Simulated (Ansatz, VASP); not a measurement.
## One calculation of Sn3H, two programs

```xyz
4
Lattice="-2.1070 2.1070 4.7066 2.1070 -2.1070 4.7066 2.1070 2.1070 -4.7066" Properties=species:S:1:pos:R:3 pbc="T T T"
Sn    0.0000    0.0000    4.7066
Sn    2.1070    0.0000    2.3533
Sn    0.0000    2.1070    2.3533
H     0.0000    0.0000    0.0000
```

Alike in both runs: task relaxation of cell and atoms; functional PBE; k mesh 6 × 6 × 6; occupations gaussian, width 0.1 eV; no spin polarisation.

|  | VASP | Ansatz |
| --- | --- | --- |
| version | VASP 6.6.1 | Ansatz 0.2.0 |
| potentials or method | VASP PAW PBE potentials, release 64 (Sn_d, H), cutoff 600 eV | scalar-relativistic, plane waves, PAW |
| valence electrons in the cell | 43 | 43 |

```tsv
	VASP	Ansatz	Ansatz less VASP
gap on the k mesh at the Fermi level, each at its own relaxed structure (eV)	none	none	-
relaxed volume (Å³/atom)	23.07	23.17	+0.101
relaxed length of the cell vector where the two differ most in proportion (Å)	5.709	5.718	+0.0087
```

A gap of «none» marks a metal or a gap that the smearing closes.
